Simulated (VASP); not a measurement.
# Ag (Fm-3m) in VASP: a series of runs

Runs on Ag. Level: PBE. Tasks: single point, relaxation of cell and atoms.

Program: VASP 6.6.1. These are calculated values, not measurements. Logs are shortened: lines on timing, memory, paths and dates and some standing lists are left out, and cuts for length are marked.

## (1) The cell of the first run

The structure is cubic, space group Fm-3m (No. 225). The conventional cell has a = 4.148 Å, b = 4.148 Å, c = 4.148 Å, α = 90.00°, β = 90.00°, γ = 90.00°. Within 3.9 Å of Ag (site symmetry m-3m) lie 12 Ag at 2.93 Å.

## (2) Single point, PBE

INCAR reads:

```
ALGO     = Normal         # electronic algorithm
EDIFF    = 1E-6           # SCF threshold, eV
ENCUT    = 520            # plane-wave cutoff, eV
GGA      = PE             # functional
ISIF     = 2              # what is computed and relaxed
ISMEAR   = 0              # smearing method
LASPH    = True           # aspherical terms in the spheres
LCHARG   = False          # write CHGCAR
LREAL    = False          # projectors in reciprocal space
LWAVE    = False          # write WAVECAR
NBANDS   = 12             # bands
NELM     = 100            # most SCF steps
PREC     = Accurate       # precision mode
SIGMA    = 0.1            # smearing width, eV
```

KPOINTS reads:

```
k-points
0
Gamma
  22 22 22
```

POSCAR reads:

```
Ag
1.0
    0.0000000000      2.0738046100      2.0738046100
    2.0738046100      0.0000000000      2.0738046100
    2.0738046100      2.0738046100      0.0000000000
Ag
1
Direct
    0.0000000000      0.0000000000      0.0000000000
```

Potentials or basis: VASP PAW PBE potentials, release 64 (Ag).

On the command line:

```bash
$ cat potpaw_PBE.64/Ag/POTCAR > POTCAR
$ mpirun -np 1 vasp_std > vasp.out
```

OUTCAR:

```text
EDIFF = 1E-6
   ENCUT = 520
   GGA = PE
   ISIF = 2
   ISMEAR = 0
   LASPH = True
   LREAL = False
   NELM = 100
   PREC = Accurate

 ion  position               nearest neighbor table
   1  0.000  0.000  0.000-

  LATTYP: Found a face centered cubic cell.
 ALAT       =     4.1476092200

  Lattice vectors:

 A1 = (   0.0000000000,   2.0738046100,   2.0738046100)
 A2 = (   2.0738046100,   0.0000000000,   2.0738046100)
 A3 = (   2.0738046100,   2.0738046100,   0.0000000000)

Analysis of symmetry for initial positions (statically):
=====================================================================
 Subroutine PRICEL returns:
 Original cell was already a primitive cell.

 Routine SETGRP: Setting up the symmetry group for a
 face centered cubic supercell.

 Subroutine GETGRP returns: Found 48 space group operations
 (whereof 48 operations were pure point group operations)
 out of a pool of 48 trial point group operations.

The static configuration has the point symmetry O_h .

Analysis of symmetry for dynamics (positions and initial velocities):
=====================================================================
 Subroutine PRICEL returns:
 Original cell was already a primitive cell.

 Routine SETGRP: Setting up the symmetry group for a
 face centered cubic supercell.

 Subroutine GETGRP returns: Found 48 space group operations
 (whereof 48 operations were pure point group operations)
 out of a pool of 48 trial point group operations.

The dynamic configuration has the point symmetry O_h .

 Subroutine INISYM returns: Found 48 space group operations
 (whereof 48 operations are pure point group operations),
 and found     1 'primitive' translations

----------------------------------------------------------------------------------------

                                     Primitive cell

  volume of cell :      17.8375

  direct lattice vectors                    reciprocal lattice vectors
     0.000000000  2.073804610  2.073804610    -0.241102753  0.241102753  0.241102753
     2.073804610  0.000000000  2.073804610     0.241102753 -0.241102753  0.241102753
     2.073804610  2.073804610  0.000000000     0.241102753  0.241102753 -0.241102753

  length of vectors
     2.932802605  2.932802605  2.932802605     0.417602217  0.417602217  0.417602217

  position of ions in fractional coordinates (direct lattice)
     0.000000000  0.000000000  0.000000000

  ion indices of the primitive-cell ions
   primitive index   ion index
                 1           1

----------------------------------------------------------------------------------------

 KPOINTS: k-points

Automatic generation of k-mesh.
 Grid dimensions read from file:
 generate k-points for:   22   22   22

 Generating k-lattice:

  Cartesian coordinates                     Fractional coordinates (reciprocal lattice)
    -0.010959216  0.010959216  0.010959216     0.045454545  0.000000000  0.000000000
     0.010959216 -0.010959216  0.010959216     0.000000000  0.045454545  0.000000000
     0.010959216  0.010959216 -0.010959216     0.000000000  0.000000000  0.045454545

  Length of vectors
     0.018981919  0.018981919  0.018981919

  Shift w.r.t. Gamma in fractional coordinates (k-lattice)
     0.000000000  0.000000000  0.000000000

 Subroutine IBZKPT returns following result:
 ===========================================

 Found    328 irreducible k-points:

 Following reciprocal coordinates:
            Coordinates               Weight
  0.000000  0.000000  0.000000      1.000000
  0.045455  0.000000  0.000000      8.000000
  0.090909  0.000000  0.000000      8.000000
  0.136364  0.000000  0.000000      8.000000
  0.181818  0.000000  0.000000      8.000000
  0.227273  0.000000  0.000000      8.000000
[... 16 lines left out ...]
  0.500000  0.045455  0.000000     24.000000
 -0.454545  0.045455  0.000000     24.000000
 [... further k-points ...]
   k-points           NKPTS =    328   k-points in BZ     NKDIM =    328   number of bands    NBANDS=     12
   number of dos      NEDOS =    301   number of ions     NIONS =      1
   total plane-waves  NPLWV =  13824
   dimension x,y,z NGX =    24 NGY =   24 NGZ =   24
   dimension x,y,z NGXF=    48 NGYF=   48 NGZF=   48
   ions per type =               1
   NGX,Y,Z   is equivalent  to a cutoff of  13.60, 13.60, 13.60 a.u.
   NGXF,Y,Z  is equivalent  to a cutoff of  27.21, 27.21, 27.21 a.u.
 SYSTEM =  unknown system
   PREC   = accura    normal or accurate (medium, high low for compatibility)
   ISTART =      0    job   : 0-new  1-cont  2-samecut
   ICHARG =      2    charge: 1-file 2-atom 10-const
   ISPIN  =      1    spin polarized calculation?
   LNONCOLLINEAR =      F non collinear calculations
   LSORBIT =      F    spin-orbit coupling
   LASPH  =      T    aspherical Exc in radial PAW
   ENCUT  =  520.0 eV  38.22 Ry    6.18 a.u.   5.45  5.45  5.45*2*pi/ulx,y,z
   NELM   =    100;   NELMIN=  2; NELMDL= -5     # of ELM steps
   EDIFF  = 0.1E-05   stopping-criterion for ELM
   LREAL  =      F    real-space projection
   EDIFFG = 0.1E-04   stopping-criterion for IOM
   NSW    =      0    number of steps for IOM
   IBRION =     -1    ionic relax: 0-MD 1-quasi-New 2-CG
   NFREE  =      0    steps in history (QN), initial steepest desc. (CG)
   ISIF   =      2    stress and relaxation
   ISYM   =      2    0-nonsym 1-usesym 2-fastsym
   POTIM  = 0.5000    time-step for ionic-motion
   TEBEG  =    0.0;   TEEND  =   0.0 temperature during run
   PSTRESS=    0.0 pullay stress
   NELECT =      11.0000    total number of electrons
   NUPDOWN=      -1.0000    fix difference up-down
   EMIN   =  10.00;   EMAX   =-10.00  energy-range for DOS
   EFERMI =   0.00;   METHOD = LEGACY
   ISMEAR =     0;   SIGMA  =   0.10  broadening in eV -4-tet -1-fermi 0-gaus
   EFERMI_NEDOS =   21; number of points for ismear=-14 and -15
   IALGO  =     38    algorithm
   IMIX   =      4    mixing-type and parameters
     AMIX     =   0.40;   BMIX     =  1.00
     AMIX_MAG =   1.60;   BMIX_MAG =  1.00
  volume/ion in A,a.u.               =      17.84       120.37
  Fermi-wavevector in a.u.,A,eV,Ry     =   1.393460  2.633258 26.418857  1.941731
  Thomas-Fermi vector in A             =   2.517104
   LORBIT       =      0    0 simple, 1 ext, 2 COOP (PROOUT), +10 PAW based schemes
   GGA     = PE    functional components
   LHFCALC =     F    Hartree Fock is set to
   AEXX    =    0.0000 exact exchange contribution
   IVDW    =     0    specifies the selected vdW correction
   LEPSILON=     F    determine dielectric tensor
   LRPA    =     F    only Hartree local field effects (RPA)
 non-spin polarized calculation
 Gauss-broadening in eV      SIGMA  =   0.10
  energy-cutoff  :      520.00
  volume of cell :       17.84
 maximum number of plane-waves:       531
 NGX is ok and might be reduce to    24
   NGX = 11   NGY = 11   NGZ = 11

 number of electron      11.0000000 magnetization

 Free energy of the ion-electron system (eV)
  ---------------------------------------------------
  ext. energy  EPLUGINS =         0.00000000
  ---------------------------------------------------
  free energy    TOTEN  =        -2.72042215 eV

  energy without entropy =       -2.71950649  energy(sigma->0) =       -2.71996432

 E-fermi :   7.8573     XC(G=0): -11.9422

 val. band max:        7.8229919515   @ k =   0.5000   0.2727   0.0909
 cond. band min:       7.8882287223   @ k =   0.5000   0.3636   0.1364
 fundamental gap:      0.0652367708
 Fermi energy:         7.8573050517

 k-point     1 :       0.0000    0.0000    0.0000
  band No.  band energies     occupation
      1       0.3766      2.00000
      2       3.1705      2.00000
      3       3.1706      2.00000
      4       3.1706      2.00000
      5       4.1245      2.00000
      6       4.1245      2.00000
      7      23.7382      0.00000
      8      27.0495      0.00000
      9      27.0495      0.00000
     10      27.0495      0.00000
     11      31.7498      0.00000
     12      32.6103      0.00000

 k-point     2 :       0.0455    0.0000    0.0000
  band No.  band energies     occupation
      1       0.4392      2.00000
      2       3.1566      2.00000
      3       3.1875      2.00000
      4       3.1875      2.00000
      5       4.1180      2.00000
      6       4.1180      2.00000
      7      23.7457      0.00000
      8      26.4531      0.00000
      9      27.0667      0.00000
     10      27.0667      0.00000
     11      31.8458      0.00000
     12      32.5539      0.00000

 k-point     3 :       0.0909    0.0000    0.0000
  band No.  band energies     occupation
      1       0.6228      2.00000
      2       3.1210      2.00000
      3       3.2341      2.00000
      4       3.2341      2.00000
      5       4.1028      2.00000
      6       4.1028      2.00000
      7      23.6333      0.00000
      8      25.2952      0.00000
      9      27.1086      0.00000
     10      27.1086      0.00000
     11      31.2572      0.00000
     12      32.3516      0.00000
[... 286 lines left out ...]
 k-point    23 :       0.5000    0.0455    0.0000
  band No.  band energies     occupation
      1       1.7335      2.00000
      2       3.1309      2.00000
      3       3.1815      2.00000
      4       4.7323      2.00000
      5       4.8615      2.00000
      6       7.6545      1.99588
      7      11.2587      0.00000
      8      22.9204      0.00000
      9      24.8693      0.00000
     10      24.9595      0.00000
     11      30.2774      0.00000
     12      30.3251      0.00000

 k-point    24 :      -0.4545    0.0455    0.0000
  band No.  band energies     occupation
      1       1.7380      2.00000
      2       3.1382      2.00000
      3       3.1813      2.00000
      4       4.7476      2.00000
      5       4.8224      2.00000
      6       7.4985      2.00000
      7      11.4534      0.00000
      8      22.9217      0.00000
      9      24.7154      0.00000
     10      25.2139      0.00000
     11      30.1728      0.00000
     12      30.3775      0.00000

 [... further k-points ...]
[... 5 lines left out ...]
  --------------------------------------------------------------------------------------
  -------------------------------------------------------------------------------------
  Total       -0.0134586     -0.0134586     -0.0134586     -0.0000000     -0.0000000     -0.0000000
  in kB       -1.2088625     -1.2088625     -1.2088625     -0.0000000     -0.0000000     -0.0000000
  external PRESSURE =      -1.2088625 kB  Pullay stress =       0.0000000 kB

 VOLUME and BASIS-vectors are now :
 -----------------------------------------------------------------------------
  energy-cutoff  :      520.00
  volume of cell :       17.84
      direct lattice vectors                 reciprocal lattice vectors
     0.000000000  2.073804610  2.073804610    -0.241102753  0.241102753  0.241102753
     2.073804610  0.000000000  2.073804610     0.241102753 -0.241102753  0.241102753
     2.073804610  2.073804610  0.000000000     0.241102753  0.241102753 -0.241102753

 POSITION                                       TOTAL-FORCE (eV/Angst)
 -----------------------------------------------------------------------------------
      0.00000      0.00000      0.00000        -0.000000     -0.000000      0.000000
 -----------------------------------------------------------------------------------
    total drift:                               -0.000000      0.000000     -0.000000

  FREE ENERGIE OF THE ION-ELECTRON SYSTEM (eV)
  ---------------------------------------------------
  free  energy   TOTEN  =        -2.7204221496 eV

  energy  without entropy=       -2.7195064886  energy(sigma->0) =       -2.71996432
```

Run time: 26 s. Hardware: 1 thread of Intel Xeon Platinum 8488C (Sapphire Rapids), shared host; peak memory 0.19 GiB.

What came out:

```yaml
Free_energy: -2.7204 eV
Pressure: -0.1 GPa
```

## (3) Relaxation of cell and atoms, PBE

This run uses another cell than the first one, of 17.90 Å³/atom, 1.003 times its volume.

INCAR reads:

```
SYSTEM = Ag
ALGO = Normal
EDIFF = 1E-7
EDIFFG = -0.01
ENCUT = 600
GGA = PE
IBRION = 2
ISIF = 3
ISMEAR = 0
LASPH = .TRUE.
LCHARG = .FALSE.
LREAL = .FALSE.
LWAVE = .FALSE.
NELM = 80
NSW = 100
PREC = Accurate
SIGMA = 0.1
```

KPOINTS reads:

```
k-points
0
G
  22 22 22
  0 0 0
```

POSCAR reads:

```
Ag
1.0
    0.0000000000      2.0761507048      2.0761507048
    2.0761507048      0.0000000000      2.0761507048
    2.0761507048      2.0761507048      0.0000000000
Ag
1
Direct
    0.0000000000      0.0000000000      0.0000000000
```

Potentials or basis: VASP PAW PBE potentials, release 64 (Ag).

On the command line:

```bash
$ cat potpaw_PBE.64/Ag/POTCAR > POTCAR
$ mpirun -np 1 vasp_std > vasp.out
```

Wall time 43 s (1 thread of Intel Xeon Platinum 8488C (Sapphire Rapids), shared host); peak memory 0.2 GiB.

It converged, with:

| Item | Value |
| --- | --- |
| Free energy | -2.7202 eV |
| Relaxed volume | 17.81 Å³/atom |
| Relaxed cell | a = 2.931 Å, b = 2.931 Å, c = 2.931 Å, α = 60.00°, β = 60.00°, γ = 60.00° |
| Space group after relaxing (to 0.05 Å) | Fm-3m (No. 225) |
| Energy gained by relaxing | 0.1 meV/atom |
| Ionic steps | 3 |
| Pressure after relaxing | 0.0 GPa |

The path:
```csv
step,energy change (eV),largest force (eV/Å),pressure (GPa),volume (Å³)
1,0.0000,0.0000,-0.44,17.90
2,-0.0001,0.0000,0.21,17.77
3,-0.0001,0.0000,0.02,17.81
```

Final structure:
```
Ag
1.0
     0.00000    2.07275    2.07275
     2.07275    0.00000    2.07275
     2.07275    2.07275    0.00000
Ag
1
Direct
  0.00000 0.00000 0.00000
```

Levels at points of the mesh, in eV from the Fermi level:
| k point | band 3 | band 4 | band 5 | band 6 | band 7 | band 8 | band 9 |
| --- | --- | --- | --- | --- | --- | --- | --- |
| (0.00, 0.00, 0.00) | -4.69 | -4.69 | -3.74 | -3.74 | 15.88 | 19.21 | 19.21 |
| (0.50, 0.00, 0.00) | -4.71 | -3.00 | -3.00 | -0.32 | 3.33 | 15.11 | 17.38 |
| (0.50, 0.50, 0.00) | -3.03 | -2.81 | -2.81 | 1.61 | 6.37 | 10.41 | 10.41 |
